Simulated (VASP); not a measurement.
# Ta2H (P-4m2) in VASP: a series of runs, part 2 of 2

VASP 6.6.1. Earlier steps stand in the parts before.

**3. Relaxation of cell and atoms, PBEsol**

This run uses another cell than the first one, of 12.93 Å³/atom.

Contents of INCAR:

```
  ALGO = Normal
  EDIFF = 1E-6
  EDIFFG = -0.01
  ENCUT = 600
  GGA = PS
  IBRION = 2
  ISIF = 3
  ISMEAR = 0
  LASPH = True
  LCHARG = False
  LREAL = False
  LWAVE = False
  NELM = 80
  NSW = 80
  PREC = Accurate
  SIGMA = 0.05
```

Contents of KPOINTS:

```
k-points
0
Gamma
  10 10 10
```

Contents of POSCAR:

```
Ta2H
1.0
    3.3724355169      0.0000000000      0.0000000000
    0.0000000000      3.3724355169      0.0000000000
    0.0000000000      0.0000000000      3.4101116400
H Ta
1 2
Direct
    0.0000000000      0.0000000000      0.0000000000
    0.5000000000      0.0000000000      0.7413226200
    0.0000000000      0.5000000000      0.2586773800
```

Potentials or basis: VASP PAW PBE potentials, release 64 (H, Ta_pv).

Run with:

```sh
> cat potpaw_PBE.64/H/POTCAR potpaw_PBE.64/Ta_pv/POTCAR > POTCAR
> mpirun -np 1 vasp_std > vasp.out
```

OUTCAR:

```text
EDIFF = 1E-6
   EDIFFG = -0.01
   ENCUT = 600
   GGA = PS
   IBRION = 2
   ISIF = 3
   ISMEAR = 0
   LASPH = True
   LREAL = False
   NELM = 80
   NSW = 80
   PREC = Accurate

 ion  position               nearest neighbor table
   1  0.000  0.000  0.000-   2 1.90   3 1.90   3 1.90   2 1.90
   2  0.500  0.000  0.741-   1 1.90   1 1.90   3 2.90   3 2.90   3 2.90   3 2.90   3 2.97   3 2.97
                             3 2.97   3 2.97
   3  0.000  0.500  0.259-   1 1.90   1 1.90   2 2.90   2 2.90   2 2.90   2 2.90   2 2.97   2 2.97
                             2 2.97   2 2.97

  LATTYP: Found a simple tetragonal cell.
 ALAT       =     3.3724355169
 C/A-ratio  =     1.0111717846

  Lattice vectors:

 A1 = (   3.3724355169,   0.0000000000,   0.0000000000)
 A2 = (   0.0000000000,   3.3724355169,   0.0000000000)
 A3 = (   0.0000000000,   0.0000000000,   3.4101116400)

Analysis of symmetry for initial positions (statically):
=====================================================================
 Subroutine PRICEL returns:
 Original cell was already a primitive cell.

 Routine SETGRP: Setting up the symmetry group for a
 simple tetragonal supercell.

 Subroutine GETGRP returns: Found  8 space group operations
 (whereof  8 operations were pure point group operations)
 out of a pool of 16 trial point group operations.

The static configuration has the point symmetry D_2d.
[... 314 lines left out ...]

 Free energy of the ion-electron system (eV)
  ---------------------------------------------------
  ext. energy  EPLUGINS =         0.00000000
  ---------------------------------------------------
  free energy    TOTEN  =       -28.85423185 eV

  energy without entropy =      -28.85202038  energy(sigma->0) =      -28.85312612

 E-fermi :   5.3642     XC(G=0): -12.7050

 val. band max:        5.3577847844   @ k =   0.5000   0.0000   0.1000
 cond. band min:       5.3715404568   @ k =   0.2000   0.0000   0.1000
 fundamental gap:      0.0137556724
 Fermi energy:         5.3641772823

 k-point     1 :       0.0000    0.0000    0.0000
  band No.  band energies     occupation
      1     -28.6348      2.00000
      2     -28.6325      2.00000
      3     -28.6325      2.00000
      4     -27.9021      2.00000
      5     -27.9021      2.00000
      6     -27.8947      2.00000
      7      -4.6432      2.00000
      8       0.3937      2.00000
      9       1.5273      2.00000
     10       5.6977      0.00000
     11       5.6977      0.00000
     12       5.9623      0.00000
     13       8.5835      0.00000
     14       8.8283      0.00000
[... 401 lines left out ...]
      2     -28.5509      2.00000
      3     -28.5004      2.00000
      4     -28.1246      2.00000
      5     -27.9768      2.00000
      6     -27.9202      2.00000
      7      -3.8041      2.00000
      8       0.9650      2.00000
      9       2.1679      2.00000
     10       5.1572      2.00000
     11       5.3715      0.83502
     12       6.6716      0.00000
     13       7.6116      0.00000
     14       7.7905      0.00000
     15       8.3267      0.00000

 [... further k-points ...]

------------------------ aborting loop because EDIFF is reached ----------------------------------------

  FORCE on cell =-STRESS in cart. coord.  units (eV):
  Direction    XX          YY          ZZ          XY          YZ          ZX
  --------------------------------------------------------------------------------------
  -------------------------------------------------------------------------------------
  Total        0.0131069      0.0131069      0.0051880      0.0000000      0.0000000      0.0000000
  in kB        0.5525849      0.5525849      0.2187239      0.0000000      0.0000000      0.0000000
  external PRESSURE =       0.4412979 kB  Pullay stress =       0.0000000 kB
[... 18 lines left out ...]
  FREE ENERGIE OF THE ION-ELECTRON SYSTEM (eV)
  ---------------------------------------------------
  free  energy   TOTEN  =       -28.8542318527 eV

  energy  without entropy=      -28.8520203826  energy(sigma->0) =      -28.85312612

 reached required accuracy - stopping structural energy minimisation
```

CONTCAR:

```text
Ta2H
   1.00000000000000
     3.3497811198233758    0.0000000000000000    0.0000000000000000
     0.0000000000000000    3.3497811198233758    0.0000000000000000
     0.0000000000000000    0.0000000000000000    3.3867054753472012
  H               Ta
     1     2
Direct
     0.0000000000000000    0.0000000000000000    0.0000000000000000
     0.5000000000000000    0.0000000000000000    0.7404213178054491
     0.0000000000000000    0.5000000000000000    0.2595786821945509

  0.00000000E+00  0.00000000E+00  0.00000000E+00
  0.00000000E+00  0.00000000E+00  0.00000000E+00
  0.00000000E+00  0.00000000E+00  0.00000000E+00
```

Run time: 4 min. Hardware: 1 thread of Oxide Virtual Turin-like, shared host; peak memory 0.2 GiB.

Results:

```yaml
Free_energy: -28.8542 eV
Relaxed_volume: 12.67 Å³/atom
Relaxed_cell: a = 3.350 Å, b = 3.350 Å, c = 3.387 Å, α = 90.00°, β = 90.00°, γ = 90.00°
Space_group_after_relaxing_to_0.1_Å: P-4m2 (No. 115)
Energy_gained_by_relaxing: 3.5 meV/atom
Ionic_steps: 5
Pressure_after_relaxing: 0.0 GPa
Band_gap_on_the_k_mesh: zero (an odd number of electrons rules out a gap without spin polarisation)
```

Forces in eV/Å, atoms in the order of the input:
```
H    0.000  0.000  0.000
Ta   0.000  0.000  0.002
Ta   0.000  0.000 -0.002
```

The path:
```csv
step,energy change (eV),largest force (eV/Å),pressure (GPa),volume (Å³)
1,0.0000,0.0528,-4.30,38.78
2,0.0140,0.0441,6.98,36.87
3,-0.0104,0.0479,-0.02,38.02
4,-0.0104,0.0479,0.04,38.00
5,-0.0105,0.0023,0.04,38.00
```

Final structure:
```yaml
crystal:
  lattice:
    - [3.34978, 0.00000, 0.00000]
    - [0.00000, 3.34978, 0.00000]
    - [0.00000, 0.00000, 3.38671]
  atoms:
    - { symbol: H, position: [0.00000, 0.00000, 0.00000] }
    - { symbol: Ta, position: [0.50000, 0.00000, 0.74042] }
    - { symbol: Ta, position: [0.00000, 0.50000, 0.25958] }
```

Caveat: the PAW data sets were made with another functional, which shifts forces and pressure a little; spin-orbit coupling is left out, which moves the levels of the heavy elements.
